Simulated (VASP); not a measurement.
# NaCl (Fm-3m) in VASP: notebook

The runs below take NaCl through single point, relaxation of cell and atoms, with PBE.

All numbers are computed with VASP 6.6.1; they aren't measurements. Logs are shortened: lines on timing, memory, paths and dates and some standing lists are left out, and cuts for length are marked.

## (1) The cell of the first run

It takes space group Fm-3m (No. 225, cubic). The conventional cell has a = 5.604 Å, b = 5.604 Å, c = 5.604 Å, α = 90.00°, β = 90.00°, γ = 90.00°. Na (site symmetry m-3m) has 6 Cl at 2.80 Å within 3.7 Å. Cl (site symmetry m-3m) has 6 Na at 2.80 Å within 3.7 Å.

## (2) Single point, PBE

Input file INCAR:

```
SYSTEM = NaCl
PREC = Accurate ; ENCUT = 500
EDIFF = 1E-6 ; ISMEAR = 0
SIGMA = 0.1 ; LREAL = .FALSE.
LASPH = .TRUE. ; NELM = 120
ALGO = Normal ; ISIF = 2
LWAVE = .FALSE. ; LCHARG = .FALSE.
GGA = PE ; NBANDS = 14
GGA_COMPAT = .FALSE.
```

Input file KPOINTS:

```
Automatic mesh
0
G
  6 6 6
  0 0 0
```

Input file POSCAR:

```
NaCl
1.0
    0.0000000000      2.8017500000      2.8017500000
    2.8017500000      0.0000000000      2.8017500000
    2.8017500000      2.8017500000      0.0000000000
Na Cl
1 1
Direct
    0.0000000000      0.0000000000      0.0000000000
    0.5000000000      0.5000000000      0.5000000000
```

Potentials or basis: VASP PAW PBE potentials, release 64 (Na_pv, Cl).

On the command line:

```bash
cat potpaw_PBE.64/Na_pv/POTCAR potpaw_PBE.64/Cl/POTCAR > POTCAR
mpirun -np 1 vasp_std > vasp.out
```

OUTCAR:

```text
SYSTEM = NaCl
   PREC = Accurate
   ENCUT = 500
   EDIFF = 1E-6
   ISMEAR = 0
   LREAL = .FALSE.
   LASPH = .TRUE.
   NELM = 120
   ISIF = 2
   GGA = PE

 ion  position               nearest neighbor table
   1  0.000  0.000  0.000-
   2  0.500  0.500  0.500-

  LATTYP: Found a face centered cubic cell.
 ALAT       =     5.6035000000

  Lattice vectors:

 A1 = (   0.0000000000,   2.8017500000,   2.8017500000)
 A2 = (   2.8017500000,   0.0000000000,   2.8017500000)
 A3 = (   2.8017500000,   2.8017500000,   0.0000000000)

Analysis of symmetry for initial positions (statically):
=====================================================================
 Subroutine PRICEL returns:
 Original cell was already a primitive cell.

 Routine SETGRP: Setting up the symmetry group for a
 face centered cubic supercell.

 Subroutine GETGRP returns: Found 48 space group operations
 (whereof 48 operations were pure point group operations)
 out of a pool of 48 trial point group operations.

The static configuration has the point symmetry O_h .

Analysis of symmetry for dynamics (positions and initial velocities):
=====================================================================
 Subroutine PRICEL returns:
 Original cell was already a primitive cell.

 Routine SETGRP: Setting up the symmetry group for a
 face centered cubic supercell.

 Subroutine GETGRP returns: Found 48 space group operations
 (whereof 48 operations were pure point group operations)
 out of a pool of 48 trial point group operations.

The dynamic configuration has the point symmetry O_h .

 Subroutine INISYM returns: Found 48 space group operations
 (whereof 48 operations are pure point group operations),
 and found     1 'primitive' translations

----------------------------------------------------------------------------------------

                                     Primitive cell

  volume of cell :      43.9864

  direct lattice vectors                    reciprocal lattice vectors
     0.000000000  2.801750000  2.801750000    -0.178459891  0.178459891  0.178459891
     2.801750000  0.000000000  2.801750000     0.178459891 -0.178459891  0.178459891
     2.801750000  2.801750000  0.000000000     0.178459891  0.178459891 -0.178459891

  length of vectors
     3.962272848  3.962272848  3.962272848     0.309101599  0.309101599  0.309101599

  position of ions in fractional coordinates (direct lattice)
     0.000000000  0.000000000  0.000000000
     0.500000000  0.500000000  0.500000000

  ion indices of the primitive-cell ions
   primitive index   ion index
                 1           1
                 2           2

----------------------------------------------------------------------------------------

 KPOINTS: Automatic mesh

Automatic generation of k-mesh.
 Grid dimensions read from file:
 generate k-points for:    6    6    6

 Generating k-lattice:

  Cartesian coordinates                     Fractional coordinates (reciprocal lattice)
    -0.029743315  0.029743315  0.029743315     0.166666667  0.000000000  0.000000000
     0.029743315 -0.029743315  0.029743315     0.000000000  0.166666667  0.000000000
     0.029743315  0.029743315 -0.029743315     0.000000000  0.000000000  0.166666667

  Length of vectors
     0.051516933  0.051516933  0.051516933

  Shift w.r.t. Gamma in fractional coordinates (k-lattice)
     0.000000000  0.000000000  0.000000000

 Subroutine IBZKPT returns following result:
 ===========================================

 Found     16 irreducible k-points:

 Following reciprocal coordinates:
            Coordinates               Weight
  0.000000  0.000000  0.000000      1.000000
  0.166667  0.000000  0.000000      8.000000
  0.333333  0.000000  0.000000      8.000000
  0.500000  0.000000  0.000000      4.000000
  0.166667  0.166667  0.000000      6.000000
  0.333333  0.166667  0.000000     24.000000
[... 8 lines left out ...]
 -0.333333  0.333333  0.166667     24.000000
 -0.333333  0.500000  0.166667     12.000000
   k-points           NKPTS =     16   k-points in BZ     NKDIM =     16   number of bands    NBANDS=     14
   number of dos      NEDOS =    301   number of ions     NIONS =      2
   total plane-waves  NPLWV =  27000
   dimension x,y,z NGX =    30 NGY =   30 NGZ =   30
   dimension x,y,z NGXF=    60 NGYF=   60 NGZF=   60
   ions per type =               1   1
   NGX,Y,Z   is equivalent  to a cutoff of  12.59, 12.59, 12.59 a.u.
   NGXF,Y,Z  is equivalent  to a cutoff of  25.17, 25.17, 25.17 a.u.
 SYSTEM =  NaCl
   PREC   = accura    normal or accurate (medium, high low for compatibility)
   ISTART =      0    job   : 0-new  1-cont  2-samecut
   ICHARG =      2    charge: 1-file 2-atom 10-const
   ISPIN  =      1    spin polarized calculation?
   LNONCOLLINEAR =      F non collinear calculations
   LSORBIT =      F    spin-orbit coupling
   LASPH  =      T    aspherical Exc in radial PAW
   ENCUT  =  500.0 eV  36.75 Ry    6.06 a.u.   7.22  7.22  7.22*2*pi/ulx,y,z
   NELM   =    120;   NELMIN=  2; NELMDL= -5     # of ELM steps
   EDIFF  = 0.1E-05   stopping-criterion for ELM
   LREAL  =      F    real-space projection
   EDIFFG = 0.1E-04   stopping-criterion for IOM
   NSW    =      0    number of steps for IOM
   IBRION =     -1    ionic relax: 0-MD 1-quasi-New 2-CG
   NFREE  =      0    steps in history (QN), initial steepest desc. (CG)
   ISIF   =      2    stress and relaxation
   ISYM   =      2    0-nonsym 1-usesym 2-fastsym
   POTIM  = 0.5000    time-step for ionic-motion
   TEBEG  =    0.0;   TEEND  =   0.0 temperature during run
   PSTRESS=    0.0 pullay stress
   NELECT =      14.0000    total number of electrons
   NUPDOWN=      -1.0000    fix difference up-down
   EMIN   =  10.00;   EMAX   =-10.00  energy-range for DOS
   EFERMI =   0.00;   METHOD = LEGACY
   ISMEAR =     0;   SIGMA  =   0.10  broadening in eV -4-tet -1-fermi 0-gaus
   EFERMI_NEDOS =   21; number of points for ismear=-14 and -15
   IALGO  =     38    algorithm
   IMIX   =      4    mixing-type and parameters
     AMIX     =   0.40;   BMIX     =  1.00
     AMIX_MAG =   1.60;   BMIX_MAG =  1.00
  volume/ion in A,a.u.               =      21.99       148.42
  Fermi-wavevector in a.u.,A,eV,Ry     =   1.117750  2.112242 16.998653  1.249366
  Thomas-Fermi vector in A             =   2.254376
   LORBIT       =      0    0 simple, 1 ext, 2 COOP (PROOUT), +10 PAW based schemes
   GGA     = PE    functional components
   LHFCALC =     F    Hartree Fock is set to
   AEXX    =    0.0000 exact exchange contribution
   IVDW    =     0    specifies the selected vdW correction
   LEPSILON=     F    determine dielectric tensor
   LRPA    =     F    only Hartree local field effects (RPA)
 non-spin polarized calculation
 Gauss-broadening in eV      SIGMA  =   0.10
  energy-cutoff  :      500.00
  volume of cell :       43.99
 maximum number of plane-waves:      1139
 NGX is ok and might be reduce to    30
   NGX = 15   NGY = 15   NGZ = 15

 number of electron      14.0000004 magnetization

 Free energy of the ion-electron system (eV)
  ---------------------------------------------------
  ext. energy  EPLUGINS =         0.00000000
  ---------------------------------------------------
  free energy    TOTEN  =        -6.76886723 eV

  energy without entropy =       -6.76886723  energy(sigma->0) =       -6.76886723

 E-fermi :  -0.0744     XC(G=0):  -8.2500

 val. band max:       -0.6174891675   @ k =   0.0000   0.0000   0.0000
 cond. band min:       4.5654482966   @ k =   0.0000   0.0000   0.0000
 fundamental gap:      5.1829374641
 Fermi energy:        -0.0743873382

 k-point     1 :       0.0000    0.0000    0.0000
  band No.  band energies     occupation
      1     -21.3993      2.00000
      2     -21.3993      2.00000
      3     -21.3993      2.00000
      4     -13.3212      2.00000
      5      -0.6175      2.00000
      6      -0.6175      2.00000
      7      -0.6175      2.00000
      8       4.5654      0.00000
      9      10.5224      0.00000
     10      10.5224      0.00000
     11      10.5224      0.00000
     12      12.7087      0.00000
     13      12.7087      0.00000
     14      14.3477      0.00000

 k-point     2 :       0.1667    0.0000    0.0000
  band No.  band energies     occupation
      1     -21.4074      2.00000
      2     -21.3999      2.00000
      3     -21.3999      2.00000
      4     -13.2358      2.00000
      5      -1.2359      2.00000
      6      -0.6894      2.00000
      7      -0.6894      2.00000
      8       5.3896      0.00000
      9       9.7394      0.00000
     10      10.8131      0.00000
     11      10.8131      0.00000
     12      12.3948      0.00000
     13      12.3948      0.00000
     14      15.4738      0.00000

 k-point     3 :       0.3333    0.0000    0.0000
  band No.  band energies     occupation
      1     -21.4234      2.00000
      2     -21.4010      2.00000
      3     -21.4010      2.00000
      4     -13.0574      2.00000
      5      -2.1941      2.00000
      6      -0.8264      2.00000
      7      -0.8264      2.00000
      8       6.4947      0.00000
      9       9.5589      0.00000
     10      10.6342      0.00000
     11      10.6342      0.00000
     12      13.4997      0.00000
     13      13.4997      0.00000
     14      14.7607      0.00000
[... 188 lines left out ...]
 k-point    15 :      -0.3333    0.3333    0.1667
  band No.  band energies     occupation
      1     -21.4210      2.00000
      2     -21.4113      2.00000
      3     -21.4059      2.00000
      4     -12.9140      2.00000
      5      -2.1316      2.00000
      6      -1.6306      2.00000
      7      -1.1672      2.00000
      8       8.3512      0.00000
      9       8.6144      0.00000
     10       9.4278      0.00000
     11      11.3411      0.00000
     12      13.7162      0.00000
     13      15.1627      0.00000
     14      16.1551      0.00000

 k-point    16 :      -0.3333    0.5000    0.1667
  band No.  band energies     occupation
      1     -21.4179      2.00000
      2     -21.4113      2.00000
      3     -21.4098      2.00000
      4     -12.9017      2.00000
      5      -2.0955      2.00000
      6      -1.5559      2.00000
      7      -1.3556      2.00000
      8       7.8404      0.00000
      9       8.2962      0.00000
     10       9.9823      0.00000
     11      11.5607      0.00000
     12      14.7429      0.00000
     13      15.7416      0.00000
     14      15.8506      0.00000

------------------------ aborting loop because EDIFF is reached ----------------------------------------

  FORCE on cell =-STRESS in cart. coord.  units (eV):
  Direction    XX          YY          ZZ          XY          YZ          ZX
  --------------------------------------------------------------------------------------
  -------------------------------------------------------------------------------------
  Total        0.3429189      0.3429189      0.3429189      0.0000000     -0.0000000     -0.0000000
  in kB       12.4906179     12.4906179     12.4906179      0.0000000     -0.0000000     -0.0000000
  external PRESSURE =      12.4906179 kB  Pullay stress =       0.0000000 kB

 VOLUME and BASIS-vectors are now :
 -----------------------------------------------------------------------------
  energy-cutoff  :      500.00
  volume of cell :       43.99
      direct lattice vectors                 reciprocal lattice vectors
     0.000000000  2.801750000  2.801750000    -0.178459891  0.178459891  0.178459891
     2.801750000  0.000000000  2.801750000     0.178459891 -0.178459891  0.178459891
     2.801750000  2.801750000  0.000000000     0.178459891  0.178459891 -0.178459891

 POSITION                                       TOTAL-FORCE (eV/Angst)
 -----------------------------------------------------------------------------------
      0.00000      0.00000      0.00000        -0.000000      0.000000      0.000000
      2.80175      2.80175      2.80175         0.000000     -0.000000     -0.000000
 -----------------------------------------------------------------------------------
    total drift:                               -0.000000      0.000000      0.000000

  FREE ENERGIE OF THE ION-ELECTRON SYSTEM (eV)
  ---------------------------------------------------
  free  energy   TOTEN  =        -6.7688672330 eV

  energy  without entropy=       -6.7688672330  energy(sigma->0) =       -6.76886723
```

It took 10 s on 1 thread of Intel Xeon Platinum 8259CL at 2.50GHz (Skylake/Cascade Lake), shared host; peak memory 0.15 GiB.

Results:

```
Free energy            : -6.7689 eV
Pressure               : 1.2 GPa
Band gap on the k mesh : 5.18 eV
```

## (3) Single point, PBE

This run uses another cell than the first one, of 23.10 Å³/atom.

Input file INCAR:

```
SYSTEM = NaCl
PREC = Accurate
ENCUT = 500
EDIFF = 1E-6
ISMEAR = 0
SIGMA = 0.02
LREAL = .FALSE.
LASPH = .TRUE.
NELM = 120
ALGO = Normal
ISIF = 2
LWAVE = .FALSE.
LCHARG = .FALSE.
GGA = PE
NBANDS = 14
GGA_COMPAT = .FALSE.
```

Input file KPOINTS:

```
regular mesh
0
G
  8 8 8
  0 0 0
```

Input file POSCAR:

```
NaCl
1.0
    0.0000000000      2.8479193352      2.8479193352
    2.8479193352      0.0000000000      2.8479193352
    2.8479193352      2.8479193352      0.0000000000
Na Cl
1 1
Direct
    0.0000000000      0.0000000000      0.0000000000
    0.5000000000      0.5000000000      0.5000000000
```

Potentials or basis: VASP PAW PBE potentials, release 64 (Na_pv, Cl).

On the command line:

```bash
cat potpaw_PBE.64/Na_pv/POTCAR potpaw_PBE.64/Cl/POTCAR > POTCAR
mpirun -np 1 vasp_std > vasp.out
```

OUTCAR:

```text
SYSTEM = NaCl
   PREC = Accurate
   ENCUT = 500
   EDIFF = 1E-6
   ISMEAR = 0
   LREAL = .FALSE.
   LASPH = .TRUE.
   NELM = 120
   ISIF = 2
   GGA = PE

 ion  position               nearest neighbor table
   1  0.000  0.000  0.000-
   2  0.500  0.500  0.500-

  LATTYP: Found a face centered cubic cell.
 ALAT       =     5.6958386704

  Lattice vectors:

 A1 = (   0.0000000000,   2.8479193352,   2.8479193352)
 A2 = (   2.8479193352,   0.0000000000,   2.8479193352)
 A3 = (   2.8479193352,   2.8479193352,   0.0000000000)

Analysis of symmetry for initial positions (statically):
=====================================================================
 Subroutine PRICEL returns:
 Original cell was already a primitive cell.

 Routine SETGRP: Setting up the symmetry group for a
 face centered cubic supercell.

 Subroutine GETGRP returns: Found 48 space group operations
 (whereof 48 operations were pure point group operations)
 out of a pool of 48 trial point group operations.

The static configuration has the point symmetry O_h .

Analysis of symmetry for dynamics (positions and initial velocities):
=====================================================================
 Subroutine PRICEL returns:
 Original cell was already a primitive cell.

 Routine SETGRP: Setting up the symmetry group for a
 face centered cubic supercell.

 Subroutine GETGRP returns: Found 48 space group operations
 (whereof 48 operations were pure point group operations)
 out of a pool of 48 trial point group operations.

The dynamic configuration has the point symmetry O_h .

 Subroutine INISYM returns: Found 48 space group operations
 (whereof 48 operations are pure point group operations),
 and found     1 'primitive' translations

[... 120 lines left out ...]
   LHFCALC =     F    Hartree Fock is set to
   AEXX    =    0.0000 exact exchange contribution
   IVDW    =     0    specifies the selected vdW correction
   LEPSILON=     F    determine dielectric tensor
   LRPA    =     F    only Hartree local field effects (RPA)
 non-spin polarized calculation
 Gauss-broadening in eV      SIGMA  =   0.02
  energy-cutoff  :      500.00
  volume of cell :       46.20
 maximum number of plane-waves:      1211
 NGX is ok and might be reduce to    30
   NGX = 15   NGY = 15   NGZ = 15

 number of electron      13.9999992 magnetization

 Free energy of the ion-electron system (eV)
  ---------------------------------------------------
  ext. energy  EPLUGINS =         0.00000000
  ---------------------------------------------------
  free energy    TOTEN  =        -6.77771656 eV

  energy without entropy =       -6.77771656  energy(sigma->0) =       -6.77771656

 E-fermi :  -0.7054     XC(G=0):  -8.0408

 val. band max:       -0.8988181802   @ k =   0.0000   0.0000   0.0000
 cond. band min:       4.0962158996   @ k =   0.0000   0.0000   0.0000
 fundamental gap:      4.9950340799
 Fermi energy:        -0.7053981545

 k-point     1 :       0.0000    0.0000    0.0000
  band No.  band energies     occupation
      1     -21.7764      2.00000
      2     -21.7764      2.00000
      3     -21.7764      2.00000
      4     -13.4932      2.00000
      5      -0.8988      2.00000
      6      -0.8988      2.00000
      7      -0.8988      2.00000
      8       4.0962      0.00000
      9      10.1893      0.00000
     10      10.1893      0.00000
     11      10.1893      0.00000
     12      12.3121      0.00000
     13      12.3121      0.00000
     14      13.8696      0.00000
[... 377 lines left out ...]
      1     -21.7968      2.00000
      2     -21.7835      2.00000
      3     -21.7802      2.00000
      4     -13.1553      2.00000
      5      -2.4720      2.00000
      6      -1.6209      2.00000
      7      -1.2873      2.00000
      8       7.3544      0.00000
      9       8.5080      0.00000
     10       9.2467      0.00000
     11      10.7232      0.00000
     12      13.2978      0.00000
     13      14.5187      0.00000
     14      15.5707      0.00000

 [... further k-points ...]

------------------------ aborting loop because EDIFF is reached ----------------------------------------

  FORCE on cell =-STRESS in cart. coord.  units (eV):
  Direction    XX          YY          ZZ          XY          YZ          ZX
  --------------------------------------------------------------------------------------
  -------------------------------------------------------------------------------------
  Total       -0.0142912     -0.0142912     -0.0142912     -0.0000000      0.0000000     -0.0000000
  in kB       -0.4956387     -0.4956387     -0.4956387     -0.0000000      0.0000000     -0.0000000
  external PRESSURE =      -0.4956387 kB  Pullay stress =       0.0000000 kB

 VOLUME and BASIS-vectors are now :
 -----------------------------------------------------------------------------
  energy-cutoff  :      500.00
  volume of cell :       46.20
      direct lattice vectors                 reciprocal lattice vectors
     0.000000000  2.847919335  2.847919335    -0.175566770  0.175566770  0.175566770
     2.847919335  0.000000000  2.847919335     0.175566770 -0.175566770  0.175566770
     2.847919335  2.847919335  0.000000000     0.175566770  0.175566770 -0.175566770

 POSITION                                       TOTAL-FORCE (eV/Angst)
 -----------------------------------------------------------------------------------
      0.00000      0.00000      0.00000         0.000000      0.000000      0.000000
      2.84792      2.84792      2.84792        -0.000000     -0.000000     -0.000000
 -----------------------------------------------------------------------------------
    total drift:                               -0.000000      0.000000      0.000000

  FREE ENERGIE OF THE ION-ELECTRON SYSTEM (eV)
  ---------------------------------------------------
  free  energy   TOTEN  =        -6.7777165569 eV

  energy  without entropy=       -6.7777165569  energy(sigma->0) =       -6.77771656
```

It took 17 s on 1 thread of Intel Xeon Platinum 8259CL at 2.50GHz (Skylake/Cascade Lake), shared host; peak memory 0.16 GiB.

What came out:

* Free energy: -6.7777 eV
* Pressure: 0.0 GPa
* Band gap on the k mesh: 5.00 eV

Levels at points of the mesh, in eV from the valence-band top:
| k point | band 4 | band 5 | band 6 | band 7 | band 8 | band 9 | band 10 | band 11 |
| --- | --- | --- | --- | --- | --- | --- | --- | --- |
| (0.00, 0.00, 0.00) | -12.59 | 0.00 | 0.00 | 0.00 | 4.99 | 11.09 | 11.09 | 11.09 |
| (0.50, 0.00, 0.00) | -12.29 | -1.84 | -0.25 | -0.25 | 7.22 | 10.38 | 10.90 | 10.90 |
| (0.50, 0.50, 0.00) | -12.24 | -1.58 | -0.57 | -0.57 | 7.45 | 8.10 | 11.11 | 14.51 |

A k mesh can miss the band edges. As with any semilocal functional, this PBE gap is likely too small.

(Continued in part 2 of 2.)
